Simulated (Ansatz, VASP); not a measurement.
# P in VASP and in Ansatz

File POSCAR:

```
P
1.0
    4.8269041647     -4.2903700230      0.0039727382
    4.8269041647      4.2903700230      0.0039727382
   -0.0191252913      0.0000000000      5.5570947015
P
8
Direct
    0.7979381375      0.8911701893      0.2497776141
    0.2020618625      0.1088298107      0.7502223859
    0.6891124284      0.7403114066      0.5725434636
    0.3108875716      0.2596885934      0.4274565364
    0.4968835422      0.7490885161      0.2406565100
    0.1982803305      0.4566723218      0.7391453898
    0.5031164578      0.2509114839      0.7593434900
    0.8017196695      0.5433276782      0.2608546102
```

The input INCAR.step1:

```
ALGO = Normal
EDIFF = 1E-4
ENCUT = 520
GGA = PE
ISMEAR = 0
LASPH = True
LCHARG = False
LREAL = False
LWAVE = True
NBANDS = 30
NELM = 80
PREC = Accurate
SIGMA = 0.05
```

Contents of INCAR.step2:

```
ALGO = Normal
EDIFF = 1E-6
ENCUT = 520
ISIF = 2
ISMEAR = 0
ISTART = 1
LASPH = True
LCHARG = False
LMIXTAU = True
LREAL = False
LWAVE = False
METAGGA = R2SCAN
NBANDS = 30
NELM = 80
PREC = Accurate
SIGMA = 0.05
```

KPOINTS

```
k-points
0
Gamma
  4 4 4
```

Input for Ansatz:

```yaml
crystal:
  lattice:
    - [4.8269041647, -4.290370023, 0.0039727382]
    - [4.8269041647, 4.290370023, 0.0039727382]
    - [-0.0191252913, 0.0, 5.5570947015]
  atoms:
    - { symbol: P, position: [0.7979381375, 0.8911701893, 0.2497776141] }
    - { symbol: P, position: [0.2020618625, 0.1088298107, 0.7502223859] }
    - { symbol: P, position: [0.6891124284, 0.7403114066, 0.5725434636] }
    - { symbol: P, position: [0.3108875716, 0.2596885934, 0.4274565364] }
    - { symbol: P, position: [0.4968835422, 0.7490885161, 0.24065651] }
    - { symbol: P, position: [0.1982803305, 0.4566723218, 0.7391453898] }
    - { symbol: P, position: [0.5031164578, 0.2509114839, 0.75934349] }
    - { symbol: P, position: [0.8017196695, 0.5433276782, 0.2608546102] }
basis:
  ecutwfc: 500
kpoints:
  mp_grid: { grid: [4, 4, 4] }
hamiltonian:
  xc: r2scan
scf:
  occupations: { method: gaussian, width: 0.05 }
output:
  forces: true
  stress: true
  eigenvalues: true
```

Change from the starting cell: mode 4 (25.7 1/cm) frozen in, largest displacement -0.400 Å.

Alike in both runs: task single point; functional r2SCAN; k mesh 4 × 4 × 4; occupations gaussian, width 0.05 eV; no spin polarisation.

```csv
,VASP,Ansatz
version,VASP 6.6.1,Ansatz 0.2.0
potentials or method,"VASP PAW PBE potentials, release 64 (P), cutoff 520 eV","scalar-relativistic, plane waves, PAW"
valence electrons in the cell,40,40
```

Ansatz gave:

```
gap on the k mesh at the Fermi level (eV)                     : 3.15
least direct gap on the mesh (eV)                             : 3.23
pressure (GPa)                                                : -2.1
traceless stress, the component that is largest in VASP (GPa) : 1.18
rms of the force components (eV/Å)                            : 0.549
```

Task: What did VASP give for the same quantities?

Result: gap on the k mesh at the Fermi level (eV): 3.15; least direct gap on the mesh (eV): 3.22; pressure (GPa): -2.6; traceless stress, the component that is largest in VASP (GPa): 1.15; rms of the force components (eV/Å): 0.655.

VASP's potentials were made for PBE, not for r2SCAN. Atom by atom the forces differ by 0.115 eV/Å (rms over components).
